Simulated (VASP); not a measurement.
Crystal: SnO.

```
Sn O
1.0
     0.00000    2.75832    2.75832
     2.75832    0.00000    2.75832
     2.75832    2.75832    0.00000
Sn O
1 1
Direct
  0.00000 0.00000 0.00000
  0.25000 0.25000 0.25000
```

This cell differs from its parent crystal: strain +1.9%.

Base run:

```yaml
Program: VASP 6.6.1
Functional: PBE
Potentials_or_basis: VASP PAW PBE potentials, release 64 (Sn_d, O)
Cutoff: 520 eV
k_mesh: 8 × 8 × 8
Occupations: fermi-dirac, width 0.02 eV
Spin: no spin polarisation
```

Its results: band gap on the k mesh zero (band 10 reaches 5.46 eV, above the bottom of band 11 at 5.26 eV); pressure -1.0 GPa.

**Question.** The run is repeated on the same cell with these changes: functional from PBE to r2SCAN. What comes out?

**Answer.** Band gap on the k mesh zero (band 10 reaches 5.38 eV, above the bottom of band 11 at 5.19 eV); pressure -3.2 GPa.

Caveats: spin-orbit coupling is left out, which moves the levels of the heavy elements; the PAW data sets were made with another functional, which shifts forces and pressure a little (some runs).
